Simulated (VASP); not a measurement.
# SnTe (I4/mmm) in VASP: electric field gradients with LDA

Aim: the electric field gradients of SnTe with LDA.

Program: VASP 6.6.1. These are calculated values, not measurements. Logs are shortened: lines on timing, memory, paths and dates and some standing lists are left out, and cuts for length are marked.

### 1 The cell of the first run

The structure is tetragonal, space group I4/mmm (No. 139). Conventional cell: a = 4.598 Å, b = 4.598 Å, c = 6.313 Å, α = 90.00°, β = 90.00°, γ = 90.00°. Within 4.2 Å of Sn (site symmetry 4/mmm) lie 6 Te at 3.16 to 3.25 Å. Te (site symmetry 4/mmm) has 6 Sn at 3.16 to 3.25 Å within 4.2 Å.

### 2 Electric field gradients, LDA (equal xx and yy strain of +3 %)

File INCAR:

```
SYSTEM = SnTe
PREC = Accurate
ENCUT = 520
EDIFF = 1E-8
ISMEAR = -1
SIGMA = 0.08
LREAL = .FALSE.
LASPH = .TRUE.
NELM = 80
ALGO = Normal
ISIF = 2
LWAVE = .FALSE.
LCHARG = .FALSE.
GGA = CA
LEFG = .TRUE.
NBANDS = 17
```

File KPOINTS:

```
regular mesh
0
G
  11 11 11
  0 0 0
```

File POSCAR:

```
SnTe
1.0
    0.0000000000      3.2511950000      3.1565000000
    3.2511950000      0.0000000000      3.1565000000
    3.2511950000      3.2511950000      0.0000000000
Sn Te
1 1
Direct
    0.0000000000      0.0000000000      0.0000000000
    0.5000000000      0.5000000000      0.5000000000
```

Potentials or basis: VASP PAW LDA potentials, release 64 (Sn_d, Te).

Run with:

```console
$ cat potpaw_LDA.64/Sn_d/POTCAR potpaw_LDA.64/Te/POTCAR > POTCAR
$ mpirun -np 1 vasp_std > vasp.out
```

OUTCAR:

```text
SYSTEM = SnTe
   PREC = Accurate
   ENCUT = 520
   EDIFF = 1E-8
   ISMEAR = -1
   LREAL = .FALSE.
   LASPH = .TRUE.
   NELM = 80
   ISIF = 2
   GGA = CA

 ion  position               nearest neighbor table
   1  0.000  0.000  0.000-   2 3.16   2 3.16   2 3.25   2 3.25   2 3.25   2 3.25
   2  0.500  0.500  0.500-   1 3.16   1 3.16   1 3.25   1 3.25   1 3.25   1 3.25

  LATTYP: Found a body centered tetragonal cell.
 ALAT       =     4.5978840629
 C/A-ratio  =     1.3730228761

  Lattice vectors:

 A1 = (   0.0000000000,  -3.2511950000,  -3.1565000000)
 A2 = (   0.0000000000,   3.2511950000,  -3.1565000000)
 A3 = (   3.2511950000,   0.0000000000,   3.1565000000)

Analysis of symmetry for initial positions (statically):
=====================================================================
 Subroutine PRICEL returns:
 Original cell was already a primitive cell.

 Routine SETGRP: Setting up the symmetry group for a
 body centered tetragonal supercell.

 Subroutine GETGRP returns: Found 16 space group operations
 (whereof 16 operations were pure point group operations)
 out of a pool of 16 trial point group operations.

The static configuration has the point symmetry D_4h.

Analysis of symmetry for dynamics (positions and initial velocities):
=====================================================================
 Subroutine PRICEL returns:
 Original cell was already a primitive cell.

 Routine SETGRP: Setting up the symmetry group for a
 body centered tetragonal supercell.

 Subroutine GETGRP returns: Found 16 space group operations
 (whereof 16 operations were pure point group operations)
 out of a pool of 16 trial point group operations.

The dynamic configuration has the point symmetry D_4h.

 Subroutine INISYM returns: Found 16 space group operations
 (whereof 16 operations are pure point group operations),
 and found     1 'primitive' translations

----------------------------------------------------------------------------------------

                                     Primitive cell

  volume of cell :      66.7301

  direct lattice vectors                    reciprocal lattice vectors
     0.000000000  3.251195000  3.156500000    -0.153789607  0.153789607  0.158403295
     3.251195000  0.000000000  3.156500000     0.153789607 -0.153789607  0.158403295
     3.251195000  3.251195000  0.000000000     0.153789607  0.153789607 -0.158403295

  length of vectors
     4.531419334  4.531419334  4.597884063     0.269061499  0.269061499  0.269061499

  position of ions in fractional coordinates (direct lattice)
     0.000000000  0.000000000  0.000000000
     0.500000000  0.500000000  0.500000000

  ion indices of the primitive-cell ions
   primitive index   ion index
                 1           1
                 2           2

----------------------------------------------------------------------------------------

 KPOINTS: regular mesh

Automatic generation of k-mesh.
 Grid dimensions read from file:
 generate k-points for:   11   11   11

 Generating k-lattice:

  Cartesian coordinates                     Fractional coordinates (reciprocal lattice)
    -0.013980873  0.013980873  0.014400300     0.090909091  0.000000000  0.000000000
     0.013980873 -0.013980873  0.014400300     0.000000000  0.090909091  0.000000000
     0.013980873  0.013980873 -0.014400300    -0.000000000 -0.000000000  0.090909091

  Length of vectors
     0.024460136  0.024460136  0.024460136

  Shift w.r.t. Gamma in fractional coordinates (k-lattice)
     0.000000000  0.000000000  0.000000000

 Subroutine IBZKPT returns following result:
 ===========================================

 Found    126 irreducible k-points:

 Following reciprocal coordinates:
            Coordinates               Weight
  0.000000  0.000000  0.000000      1.000000
  0.090909  0.000000  0.000000      8.000000
  0.181818  0.000000  0.000000      8.000000
  0.272727  0.000000  0.000000      8.000000
  0.363636  0.000000  0.000000      8.000000
  0.454545  0.000000  0.000000      8.000000
[... 16 lines left out ...]
 -0.272727  0.181818  0.000000      8.000000
 -0.181818  0.181818  0.000000      4.000000
 [... further k-points ...]
   k-points           NKPTS =    126   k-points in BZ     NKDIM =    126   number of bands    NBANDS=     17
   number of dos      NEDOS =    301   number of ions     NIONS =      2
   total plane-waves  NPLWV =  46656
   dimension x,y,z NGX =    36 NGY =   36 NGZ =   36
   dimension x,y,z NGXF=    72 NGYF=   72 NGZF=   72
   ions per type =               1   1
   NGX,Y,Z   is equivalent  to a cutoff of  13.21, 13.21, 13.02 a.u.
   NGXF,Y,Z  is equivalent  to a cutoff of  26.41, 26.41, 26.03 a.u.
 SYSTEM =  SnTe
   PREC   = accura    normal or accurate (medium, high low for compatibility)
   ISTART =      0    job   : 0-new  1-cont  2-samecut
   ICHARG =      2    charge: 1-file 2-atom 10-const
   ISPIN  =      1    spin polarized calculation?
   LNONCOLLINEAR =      F non collinear calculations
   LSORBIT =      F    spin-orbit coupling
   LASPH  =      T    aspherical Exc in radial PAW
   ENCUT  =  520.0 eV  38.22 Ry    6.18 a.u.   8.43  8.43  8.55*2*pi/ulx,y,z
   NELM   =     80;   NELMIN=  2; NELMDL= -5     # of ELM steps
   EDIFF  = 0.1E-07   stopping-criterion for ELM
   LREAL  =      F    real-space projection
   EDIFFG = 0.1E-06   stopping-criterion for IOM
   NSW    =      0    number of steps for IOM
   IBRION =     -1    ionic relax: 0-MD 1-quasi-New 2-CG
   NFREE  =      0    steps in history (QN), initial steepest desc. (CG)
   ISIF   =      2    stress and relaxation
   ISYM   =      2    0-nonsym 1-usesym 2-fastsym
   POTIM  = 0.5000    time-step for ionic-motion
   TEBEG  =    0.0;   TEEND  =   0.0 temperature during run
   PSTRESS=    0.0 pullay stress
   NELECT =      20.0000    total number of electrons
   NUPDOWN=      -1.0000    fix difference up-down
   EMIN   =  10.00;   EMAX   =-10.00  energy-range for DOS
   EFERMI =   0.00;   METHOD = LEGACY
   ISMEAR =    -1;   SIGMA  =   0.08  broadening in eV -4-tet -1-fermi 0-gaus
   EFERMI_NEDOS =   21; number of points for ismear=-14 and -15
   IALGO  =     38    algorithm
   IMIX   =      4    mixing-type and parameters
     AMIX     =   0.40;   BMIX     =  1.00
     AMIX_MAG =   1.60;   BMIX_MAG =  1.00
  volume/ion in A,a.u.               =      33.37       225.16
  Fermi-wavevector in a.u.,A,eV,Ry     =   1.095580  2.070347 16.331022  1.200296
  Thomas-Fermi vector in A             =   2.231907
   LORBIT       =      0    0 simple, 1 ext, 2 COOP (PROOUT), +10 PAW based schemes
   GGA     = CA    functional components
   LHFCALC =     F    Hartree Fock is set to
   AEXX    =    0.0000 exact exchange contribution
   IVDW    =     0    specifies the selected vdW correction
   LEPSILON=     F    determine dielectric tensor
   LRPA    =     F    only Hartree local field effects (RPA)
 non-spin polarized calculation
  energy-cutoff  :      520.00
  volume of cell :       66.73
 maximum number of plane-waves:      1819
 NGX is ok and might be reduce to    36
   NGX = 17   NGY = 17   NGZ = 17

 number of electron      20.0000004 magnetization

 Free energy of the ion-electron system (eV)
  ---------------------------------------------------
  ext. energy  EPLUGINS =         0.00000000
  ---------------------------------------------------
  free energy    TOTEN  =        -8.74266762 eV

  energy without entropy =       -8.74111413  energy(sigma->0) =       -8.74189087

 E-fermi :   5.8935     XC(G=0):  -9.4595

 val. band max:        5.7146892227   @ k =   0.4545   0.0000   0.0000
 cond. band min:       6.0994920421   @ k =   0.4545   0.0000   0.0000
 fundamental gap:      0.3848028194
 Fermi energy:         5.8934915623

 k-point     1 :       0.0000    0.0000    0.0000
  band No.  band energies     occupation
      1     -15.8290      2.00000
      2     -15.8237      2.00000
      3     -15.8177      2.00000
      4     -15.8143      2.00000
      5     -15.8143      2.00000
      6      -6.4176      2.00000
[... 9 lines left out ...]
     16      10.9673      0.00000
     17      12.6263      0.00000
[... 441 lines left out ...]
 k-point    24 :      -0.1818    0.1818    0.0000
  band No.  band energies     occupation
      1     -15.8309      2.00000
      2     -15.8227      2.00000
      3     -15.8179      2.00000
      4     -15.8129      2.00000
      5     -15.8116      2.00000
      6      -5.8190      2.00000
[... 9 lines left out ...]
     16      13.8050      0.00000
     17      14.2218      0.00000

 [... further k-points ...]

------------------------ aborting loop because EDIFF is reached ----------------------------------------

  FORCE on cell =-STRESS in cart. coord.  units (eV):
  Direction    XX          YY          ZZ          XY          YZ          ZX
  --------------------------------------------------------------------------------------
  -------------------------------------------------------------------------------------
  Total       -1.9979361     -1.9979361     -0.7568321      0.0000000      0.0000000     -0.0000000
  in kB      -47.9700707    -47.9700707    -18.1713958      0.0000000      0.0000000     -0.0000000
  external PRESSURE =     -38.0371791 kB  Pullay stress =       0.0000000 kB

 VOLUME and BASIS-vectors are now :
 -----------------------------------------------------------------------------
  energy-cutoff  :      520.00
  volume of cell :       66.73
      direct lattice vectors                 reciprocal lattice vectors
     0.000000000  3.251195000  3.156500000    -0.153789607  0.153789607  0.158403295
     3.251195000  0.000000000  3.156500000     0.153789607 -0.153789607  0.158403295
     3.251195000  3.251195000  0.000000000     0.153789607  0.153789607 -0.158403295

 POSITION                                       TOTAL-FORCE (eV/Angst)
 -----------------------------------------------------------------------------------
      0.00000      0.00000      0.00000        -0.000000      0.000000     -0.000000
      3.25120      3.25120      3.15650         0.000000     -0.000000      0.000000
 -----------------------------------------------------------------------------------
    total drift:                               -0.000000      0.000000      0.000000

  FREE ENERGIE OF THE ION-ELECTRON SYSTEM (eV)
  ---------------------------------------------------
  free  energy   TOTEN  =        -8.7426676168 eV

  energy  without entropy=       -8.7411141332  energy(sigma->0) =       -8.74189087

 Electric field gradients (V/A^2)
---------------------------------------------------------------------
 ion       V_xx      V_yy      V_zz      V_xy      V_xz      V_yz
---------------------------------------------------------------------
   1      22.261    22.261   -44.523    -0.000    -0.001    -0.001
   2       4.841     4.841    -9.683    -0.000    -0.000    -0.000
---------------------------------------------------------------------

 Electric field gradients after diagonalization (V/A^2)
 (convention: |V_zz| > |V_xx| > |V_yy|)
----------------------------------------------------------------------
 ion       V_xx      V_yy      V_zz     asymmetry (V_yy - V_xx)/ V_zz
----------------------------------------------------------------------
   1      22.261    22.261   -44.523       0.000
   2       4.841     4.841    -9.683       0.000
----------------------------------------------------------------------

           NMR quadrupolar parameters

 Cq : quadrupolar parameter    Cq=e*Q*V_zz/h
 eta: asymmetry parameters     (V_yy - V_xx)/ V_zz
 Q  : nuclear electric quadrupole moment in mb (millibarn)
----------------------------------------------------------------------
 ion       Cq(MHz)       eta       Q (mb)
----------------------------------------------------------------------
   1      -0.108       0.000       1.000
   2      -0.023       0.000       1.000
----------------------------------------------------------------------
```

Run time: 3 min. Hardware: 1 thread of Intel Xeon Platinum 8488C (Sapphire Rapids), shared host; peak memory 0.28 GiB.

Results:

* Free energy: -8.7427 eV
* Pressure: -3.8 GPa
* Band gap on the k mesh: 0.38 eV
* Largest electric field gradient by atom: Sn -44.5; Te -9.7 V/Å²

Levels at points of the mesh, in eV from the valence-band top:
```
           k point  band 8  band 9  band 10  band 11  band 12  band 13
(0.00, 0.00, 0.00)   -1.93   -1.61    -1.61     3.15     3.15     3.84
```

Electric field gradients, principal values (V/Å²):
```
atom   least  middle  greatest (by size)
1 Sn  22.261  22.261             -44.523
2 Te   4.841   4.841              -9.683
```

Caveat: the cell differs from its parent crystal (equal xx and yy strain of +3 %); the cell stands under tension; semilocal functionals underestimate gaps, and a narrow one can read as zero; without QUAD_EFG the Cq values of the log hold for a quadrupole moment of 1 mb, not for the nuclei; spin-orbit coupling is left out, which moves the levels of the heavy elements. A k mesh can miss the band edges.
